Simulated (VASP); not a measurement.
# Sn (Fm-3m) in VASP: further runs

The runs below take Sn through single point, with PBE.

All numbers are computed with VASP 6.6.1; they aren't measurements. Logs are shortened: lines on timing, memory, paths and dates and some standing lists are left out, and cuts for length are marked.

## (1) The cell of the first run

The structure is cubic, space group Fm-3m (No. 225). The conventional cell has a = 4.757 Å, b = 4.757 Å, c = 4.757 Å, α = 90.00°, β = 90.00°, γ = 90.00°. Within 4.4 Å of Sn (site symmetry m-3m) lie 12 Sn at 3.36 Å.

This isn't the form of Sn at room conditions, which is tetragonal (white tin).

## (2) Single point, PBE (26.91 Å³/atom)

The input, INCAR:

```
ALGO = Normal
EDIFF = 1E-6
ENCUT = 520
GGA = PE
ISIF = 2
ISMEAR = -1
LASPH = True
LCHARG = False
LREAL = False
LWAVE = False
NBANDS = 13
NELM = 80
PREC = Accurate
SIGMA = 0.1
```

The input, KPOINTS:

```
k-points
0
Gamma
  18 18 18
```

The input, POSCAR:

```
Sn
1.0
    0.0000000000      2.3785558750      2.3785558750
    2.3785558750      0.0000000000      2.3785558750
    2.3785558750      2.3785558750      0.0000000000
Sn
1
Direct
    0.0000000000      0.0000000000      0.0000000000
```

Potentials or basis: VASP PAW PBE potentials, release 64 (Sn_d).

Started as:

```console
$ cat potpaw_PBE.64/Sn_d/POTCAR > POTCAR
$ mpirun -np 1 vasp_std > vasp.out
```

OUTCAR:

```text
EDIFF = 1E-6
   ENCUT = 520
   GGA = PE
   ISIF = 2
   ISMEAR = -1
   LASPH = True
   LREAL = False
   NELM = 80
   PREC = Accurate

 ion  position               nearest neighbor table
   1  0.000  0.000  0.000-

  LATTYP: Found a face centered cubic cell.
 ALAT       =     4.7571117500

  Lattice vectors:

 A1 = (   0.0000000000,   2.3785558750,   2.3785558750)
 A2 = (   2.3785558750,   0.0000000000,   2.3785558750)
 A3 = (   2.3785558750,   2.3785558750,   0.0000000000)

Analysis of symmetry for initial positions (statically):
=====================================================================
 Subroutine PRICEL returns:
 Original cell was already a primitive cell.

 Routine SETGRP: Setting up the symmetry group for a
 face centered cubic supercell.

 Subroutine GETGRP returns: Found 48 space group operations
 (whereof 48 operations were pure point group operations)
 out of a pool of 48 trial point group operations.

The static configuration has the point symmetry O_h .

Analysis of symmetry for dynamics (positions and initial velocities):
=====================================================================
 Subroutine PRICEL returns:
 Original cell was already a primitive cell.

 Routine SETGRP: Setting up the symmetry group for a
 face centered cubic supercell.

 Subroutine GETGRP returns: Found 48 space group operations
 (whereof 48 operations were pure point group operations)
 out of a pool of 48 trial point group operations.

The dynamic configuration has the point symmetry O_h .

 Subroutine INISYM returns: Found 48 space group operations
 (whereof 48 operations are pure point group operations),
 and found     1 'primitive' translations

----------------------------------------------------------------------------------------

                                     Primitive cell

  volume of cell :      26.9135

  direct lattice vectors                    reciprocal lattice vectors
     0.000000000  2.378555875  2.378555875    -0.210211585  0.210211585  0.210211585
     2.378555875  0.000000000  2.378555875     0.210211585 -0.210211585  0.210211585
     2.378555875  2.378555875  0.000000000     0.210211585  0.210211585 -0.210211585

  length of vectors
     3.363785977  3.363785977  3.363785977     0.364097145  0.364097145  0.364097145

  position of ions in fractional coordinates (direct lattice)
     0.000000000  0.000000000  0.000000000

  ion indices of the primitive-cell ions
   primitive index   ion index
                 1           1

[... 77 lines left out ...]
   ISIF   =      2    stress and relaxation
   ISYM   =      2    0-nonsym 1-usesym 2-fastsym
   POTIM  = 0.5000    time-step for ionic-motion
   TEBEG  =    0.0;   TEEND  =   0.0 temperature during run
   PSTRESS=    0.0 pullay stress
   NELECT =      14.0000    total number of electrons
   NUPDOWN=      -1.0000    fix difference up-down
   EMIN   =  10.00;   EMAX   =-10.00  energy-range for DOS
   EFERMI =   0.00;   METHOD = LEGACY
   ISMEAR =    -1;   SIGMA  =   0.10  broadening in eV -4-tet -1-fermi 0-gaus
   EFERMI_NEDOS =   21; number of points for ismear=-14 and -15
   IALGO  =     38    algorithm
   IMIX   =      4    mixing-type and parameters
     AMIX     =   0.40;   BMIX     =  1.00
     AMIX_MAG =   1.60;   BMIX_MAG =  1.00
  volume/ion in A,a.u.               =      26.91       181.62
  Fermi-wavevector in a.u.,A,eV,Ry     =   1.316621  2.488053 23.585580  1.733491
  Thomas-Fermi vector in A             =   2.446720
   LORBIT       =      0    0 simple, 1 ext, 2 COOP (PROOUT), +10 PAW based schemes
   GGA     = PE    functional components
   LHFCALC =     F    Hartree Fock is set to
   AEXX    =    0.0000 exact exchange contribution
   IVDW    =     0    specifies the selected vdW correction
   LEPSILON=     F    determine dielectric tensor
   LRPA    =     F    only Hartree local field effects (RPA)
 non-spin polarized calculation
  energy-cutoff  :      520.00
  volume of cell :       26.91
 maximum number of plane-waves:       745
 NGX is ok and might be reduce to    28
   NGX = 13   NGY = 13   NGZ = 13

 number of electron      14.0000004 magnetization

 Free energy of the ion-electron system (eV)
  ---------------------------------------------------
  ext. energy  EPLUGINS =         0.00000000
  ---------------------------------------------------
  free energy    TOTEN  =        -3.78687491 eV

  energy without entropy =       -3.76833354  energy(sigma->0) =       -3.77760423

 E-fermi :   8.2719     XC(G=0): -10.4100

 val. band max:        8.2535704567   @ k =  -0.3333   0.3333   0.1667
 cond. band min:       8.2909094981   @ k =  -0.4444   0.3333   0.1667
 fundamental gap:      0.0373390413
 Fermi energy:         8.2719430243

 k-point     1 :       0.0000    0.0000    0.0000
  band No.  band energies     occupation
      1     -13.3085      2.00000
      2     -13.3085      2.00000
      3     -13.3085      2.00000
      4     -13.2288      2.00000
      5     -13.2288      2.00000
      6      -2.9480      2.00000
      7      16.0479      0.00000
      8      16.0479      0.00000
      9      16.0479      0.00000
     10      18.8785      0.00000
     11      20.1585      0.00000
     12      20.1585      0.00000
     13      20.1585      0.00000
[... 354 lines left out ...]
  band No.  band energies     occupation
      1     -13.3073      2.00000
      2     -13.2853      2.00000
      3     -13.2845      2.00000
      4     -13.2203      2.00000
      5     -13.2000      2.00000
      6      -1.6855      2.00000
      7       9.5852      0.00000
      8      13.7575      0.00000
      9      15.4266      0.00000
     10      18.2604      0.00000
     11      19.9612      0.00000
     12      20.1081      0.00000
     13      22.1908      0.00000

 [... further k-points ...]
[... 5 lines left out ...]
  --------------------------------------------------------------------------------------
  -------------------------------------------------------------------------------------
  Total        0.3398681      0.3398681      0.3398681     -0.0000000     -0.0000000      0.0000000
  in kB       20.2325625     20.2325625     20.2325625     -0.0000000     -0.0000000      0.0000000
  external PRESSURE =      20.2325625 kB  Pullay stress =       0.0000000 kB

 VOLUME and BASIS-vectors are now :
 -----------------------------------------------------------------------------
  energy-cutoff  :      520.00
  volume of cell :       26.91
      direct lattice vectors                 reciprocal lattice vectors
     0.000000000  2.378555875  2.378555875    -0.210211585  0.210211585  0.210211585
     2.378555875  0.000000000  2.378555875     0.210211585 -0.210211585  0.210211585
     2.378555875  2.378555875  0.000000000     0.210211585  0.210211585 -0.210211585

 POSITION                                       TOTAL-FORCE (eV/Angst)
 -----------------------------------------------------------------------------------
      0.00000      0.00000      0.00000        -0.000000      0.000000     -0.000000
 -----------------------------------------------------------------------------------
    total drift:                               -0.000000     -0.000000     -0.000000

  FREE ENERGIE OF THE ION-ELECTRON SYSTEM (eV)
  ---------------------------------------------------
  free  energy   TOTEN  =        -3.7868749143 eV

  energy  without entropy=       -3.7683335439  energy(sigma->0) =       -3.77760423
```

stdout:

```text
POSCAR found type information on POSCAR Sn
 POSCAR found :  1 types and       1 ions
 scaLAPACK will be used
 LDA part: xc-table for (Slater+PW92), standard interpolation
 POSCAR, INCAR and KPOINTS ok, starting setup
 FFT: planning ... GRIDC
 FFT: planning ... GRID_SOFT
 FFT: planning ... GRID
 WAVECAR not read
 entering main loop
```

Wall time 44 s (1 thread of Intel Xeon Platinum 8259CL at 2.50GHz (Skylake/Cascade Lake), shared host); peak memory 0.2 GiB.

What came out:

```
Free energy            : -3.7869 eV
Pressure               : 2.0 GPa
Band gap on the k mesh : zero (bands 7 and 8 overlap by 9.76 eV)
```

Caveat: spin-orbit coupling is left out, which moves the levels of the heavy elements.

## (3) Single point, PBE

This run uses another cell than the first one, of 28.03 Å³/atom.

The input, INCAR:

```
PREC = Accurate
ENCUT = 520
EDIFF = 1E-7
ISMEAR = -1
SIGMA = 0.1
LREAL = False
LASPH = True
NELM = 80
ALGO = Normal
ISIF = 2
LWAVE = False
LCHARG = True
GGA = PE
LELF = True
LVHAR = True
NBANDS = 13
```

The input, KPOINTS:

```
Automatic mesh
0
Gamma
  18 18 18
```

The input, POSCAR:

```
Sn
1.0
    0.0000000000      2.4111428816      2.4111428816
    2.4111428816      0.0000000000      2.4111428816
    2.4111428816      2.4111428816      0.0000000000
Sn
1
Direct
    0.0000000000      0.0000000000      0.0000000000
```

Potentials or basis: VASP PAW PBE potentials, release 64 (Sn_d).

Started as:

```console
$ cat potpaw_PBE.64/Sn_d/POTCAR > POTCAR
$ mpirun -np 1 vasp_std > vasp.out
```

OUTCAR:

```text
PREC = Accurate
   ENCUT = 520
   EDIFF = 1E-7
   ISMEAR = -1
   LREAL = False
   LASPH = True
   NELM = 80
   ISIF = 2
   GGA = PE

 ion  position               nearest neighbor table
   1  0.000  0.000  0.000-

  LATTYP: Found a face centered cubic cell.
 ALAT       =     4.8222857632

  Lattice vectors:

 A1 = (   0.0000000000,   2.4111428816,   2.4111428816)
 A2 = (   2.4111428816,   0.0000000000,   2.4111428816)
 A3 = (   2.4111428816,   2.4111428816,   0.0000000000)

Analysis of symmetry for initial positions (statically):
=====================================================================
 Subroutine PRICEL returns:
 Original cell was already a primitive cell.

 Routine SETGRP: Setting up the symmetry group for a
 face centered cubic supercell.

 Subroutine GETGRP returns: Found 48 space group operations
 (whereof 48 operations were pure point group operations)
 out of a pool of 48 trial point group operations.

The static configuration has the point symmetry O_h .

Analysis of symmetry for dynamics (positions and initial velocities):
[... 159 lines left out ...]
 val. band max:        7.7567597382   @ k =  -0.4444   0.3889   0.1667
 cond. band min:       7.7924470707   @ k =   0.4444   0.3333   0.1111
 fundamental gap:      0.0356873325
 Fermi energy:         7.7777527110

 k-point     1 :       0.0000    0.0000    0.0000
  band No.  band energies     occupation
      1     -13.7799      2.00000
      2     -13.7799      2.00000
      3     -13.7799      2.00000
      4     -13.7104      2.00000
      5     -13.7104      2.00000
      6      -3.1435      2.00000
      7      15.2205      0.00000
      8      15.2205      0.00000
      9      15.2205      0.00000
     10      18.3419      0.00000
     11      19.4165      0.00000
     12      19.4165      0.00000
     13      19.4165      0.00000
[... 354 lines left out ...]
  band No.  band energies     occupation
      1     -13.7780      2.00000
      2     -13.7594      2.00000
      3     -13.7588      2.00000
      4     -13.7026      2.00000
      5     -13.6848      2.00000
      6      -1.9269      2.00000
      7       9.0278      0.00001
      8      13.0604      0.00000
      9      14.6214      0.00000
     10      17.5827      0.00000
     11      19.2461      0.00000
     12      19.3945      0.00000
     13      21.3907      0.00000

 [... further k-points ...]
[... 5 lines left out ...]
  --------------------------------------------------------------------------------------
  -------------------------------------------------------------------------------------
  Total       -0.0179049     -0.0179049     -0.0179049      0.0000000     -0.0000000     -0.0000000
  in kB       -1.0232535     -1.0232535     -1.0232535      0.0000000     -0.0000000     -0.0000000
  external PRESSURE =      -1.0232535 kB  Pullay stress =       0.0000000 kB

 VOLUME and BASIS-vectors are now :
 -----------------------------------------------------------------------------
  energy-cutoff  :      520.00
  volume of cell :       28.03
      direct lattice vectors                 reciprocal lattice vectors
     0.000000000  2.411142882  2.411142882    -0.207370539  0.207370539  0.207370539
     2.411142882  0.000000000  2.411142882     0.207370539 -0.207370539  0.207370539
     2.411142882  2.411142882  0.000000000     0.207370539  0.207370539 -0.207370539

 POSITION                                       TOTAL-FORCE (eV/Angst)
 -----------------------------------------------------------------------------------
      0.00000      0.00000      0.00000         0.000000      0.000000      0.000000
 -----------------------------------------------------------------------------------
    total drift:                               -0.000000     -0.000000     -0.000000

  FREE ENERGIE OF THE ION-ELECTRON SYSTEM (eV)
  ---------------------------------------------------
  free  energy   TOTEN  =        -3.7936915681 eV

  energy  without entropy=       -3.7745880460  energy(sigma->0) =       -3.78413981
```

OSZICAR:

```text
N       E                     dE             d eps       ncg     rms          rms(c)
DAV:   1     0.803327007587E+02    0.80333E+02   -0.71266E+03  5224   0.159E+03
DAV:   2     0.185423876192E+01   -0.78478E+02   -0.75941E+02  5378   0.340E+02
DAV:   3    -0.368632791097E+01   -0.55406E+01   -0.55204E+01  5980   0.732E+01
DAV:   4    -0.380123253719E+01   -0.11490E+00   -0.11488E+00  6204   0.113E+01
DAV:   5    -0.380513879696E+01   -0.39063E-02   -0.39061E-02  6718   0.203E+00    0.123E+00
DAV:   6    -0.379660548468E+01    0.85333E-02   -0.91268E-03  6573   0.162E+00    0.682E-01
DAV:   7    -0.379380095434E+01    0.28045E-02   -0.60216E-03  6595   0.126E+00    0.898E-02
DAV:   8    -0.379369071990E+01    0.11023E-03   -0.62240E-04  6300   0.421E-01    0.214E-02
DAV:   9    -0.379369076771E+01   -0.47816E-07   -0.11291E-05  7195   0.447E-02    0.124E-02
DAV:  10    -0.379369150146E+01   -0.73374E-06   -0.15583E-06  6080   0.125E-02    0.747E-04
DAV:  11    -0.379369156814E+01   -0.66686E-07   -0.39111E-08  4605   0.297E-03
   1 F= -.37936916E+01 E0= -.37841398E+01  d E =-.191035E-01
```

stdout:

```text
POSCAR found type information on POSCAR Sn
 POSCAR found :  1 types and       1 ions
 scaLAPACK will be used
 LDA part: xc-table for (Slater+PW92), standard interpolation
 POSCAR, INCAR and KPOINTS ok, starting setup
 FFT: planning ... GRIDC
 FFT: planning ... GRID_SOFT
 FFT: planning ... GRID
 WAVECAR not read
 entering main loop
```

It took 51 s on 1 thread of Intel Xeon Platinum 8259CL at 2.50GHz (Skylake/Cascade Lake), shared host; peak memory 0.2 GiB.

What came out:

```
Free energy            : -3.7937 eV
Pressure               : -0.1 GPa
Band gap on the k mesh : zero (bands 7 and 8 overlap by 9.31 eV)
```

Caveat: spin-orbit coupling is left out, which moves the levels of the heavy elements.

## (4) Single point, PBE (28.03 Å³/atom)

This run uses another cell than the first one, of 28.03 Å³/atom.

The input, INCAR:

```
SYSTEM = Sn
  PREC = Accurate
  ENCUT = 520
  EDIFF = 1E-6
  ISMEAR = -1
  SIGMA = 0.1
  LREAL = .FALSE.
  LASPH = .TRUE.
  NELM = 100
  ALGO = Normal
  ISIF = 2
  LWAVE = .FALSE.
  LCHARG = .FALSE.
  GGA = PE
  NBANDS = 13
```

The input, KPOINTS:

```
Automatic mesh
0
G
  18 18 18
  0 0 0
```

POSCAR is that of step 3.

Started as:

```console
$ cat potpaw_PBE.64/Sn_d/POTCAR > POTCAR
$ mpirun -np 1 vasp_std > vasp.out
```

Wall time 45 s (1 thread of Intel Xeon Platinum 8259CL at 2.50GHz (Skylake/Cascade Lake), shared host); peak memory 0.2 GiB.

Results (log left out):

| Item | Value |
| --- | --- |
| Free energy | -3.7937 eV |
| Pressure | -0.1 GPa |
| Band gap on the k mesh | zero (bands 7 and 8 overlap by 9.31 eV) |

Levels at points of the mesh, in eV from the Fermi level:
```csv
k point,band 5,band 6,band 7,band 8,band 9,band 10
"(0.00, 0.00, 0.00)",-21.49,-10.92,7.44,7.44,7.44,10.56
"(0.50, 0.00, 0.00)",-21.42,-6.75,-4.48,5.60,5.60,9.94
"(0.50, 0.50, 0.00)",-21.40,-4.93,-3.51,2.02,2.02,5.30
```

Caveat: spin-orbit coupling is left out, which moves the levels of the heavy elements.

The gap in the log of VASP goes by the Fermi energy; the results here count the filled bands.